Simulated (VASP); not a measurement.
A run of VASP 6.6.1 is set up as follows.

File INCAR:

```
PREC = Accurate
ENCUT = 520
EDIFF = 1E-6
ISMEAR = 0
SIGMA = 0.01
LREAL = False
LASPH = True
NELM = 60
ALGO = Normal
ISIF = 2
LWAVE = False
LCHARG = False
GGA = PE
NBANDS = 20
```

The input KPOINTS:

```
Automatic mesh
0
Gamma
  6 6 4
```

Contents of POSCAR:

```
SnSe2
1.0
    3.8857444663      0.0000000000      0.0000000000
   -1.9428722331      3.3651536102      0.0000000000
    0.0000000000      0.0000000000      6.2563442784
Sn Se
1 2
Direct
    0.0000000000      0.0000000000      0.0000000000
    0.3333333333      0.6666666667      0.2490000000
    0.6666666667      0.3333333333      0.7510000000
```

Potentials or basis: VASP PAW PBE potentials, release 64 (Sn_d, Se).

The run is started by

```bash
$ cat potpaw_PBE.64/Sn_d/POTCAR potpaw_PBE.64/Se/POTCAR > POTCAR
$ mpirun -np 1 vasp_std > vasp.out
```

(1) Predict the band gap on the k mesh.

(2) What does it give for the largest force?

## Answers

(1) 0.77 eV, indirect (least direct gap 0.86 eV).

(2) 0.254 eV/Å.

Caveat: spin-orbit coupling is left out, which moves the levels of the heavy elements.
